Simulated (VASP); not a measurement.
A run of VASP 6.6.1 is set up as follows.

The input INCAR:

```
PREC = Accurate
ENCUT = 600
EDIFF = 1E-6
ISMEAR = -1
SIGMA = 0.08
LREAL = F
LASPH = T
NELM = 60
ALGO = Normal
ISIF = 3
LWAVE = F
LCHARG = F
IBRION = 2
NSW = 100
EDIFFG = -0.002
PSTRESS = 40.0
```

File KPOINTS:

```
regular mesh
0
Gamma
  24 24 14
```

POSCAR

```
Be
1.0
    2.2280546683      0.0000000000      0.0000000000
   -1.1140273342      1.9295519438      0.0000000000
    0.0000000000      0.0000000000      3.5124917384
Be
2
Direct
    0.3333333333      0.6666666667      0.2500000000
    0.6666666667      0.3333333333      0.7500000000
```

Potentials or basis: VASP PAW LDA potentials, release 64 (Be).

Command:

```sh
$ cat potpaw_LDA.64/Be/POTCAR > POTCAR
$ mpirun -np 1 vasp_std > vasp.out
```

Predict the band gap on the k mesh.

zero (bands 2 and 3 overlap by 2.11 eV).

Predict the relaxed cell.

a = 2.208 Å, b = 2.208 Å, c = 3.485 Å, α = 90.00°, β = 90.00°, γ = 120.00°.

What does it give for the space group after relaxing (to 0.1 Å)?

P6_3/mmc (No. 194).

What does it give for the relaxed volume?

7.36 Å³/atom.

Step by step:
| step | energy change (eV) | largest force (eV/Å) | pressure (GPa) | volume (Å³) |
| --- | --- | --- | --- | --- |
| 1 | 0.0000 | 0.0000 | 0.44 | 15.10 |
| 2 | 0.0048 | 0.0000 | 3.81 | 14.74 |
| 3 | 0.0052 | 0.0000 | 4.00 | 14.72 |
| 4 | 0.0052 | 0.0000 | 4.00 | 14.72 |

Caveat: the cell is relaxed towards a set pressure, so the run minimises the enthalpy, not the energy. LDA usually gives volumes a few per cent too small.
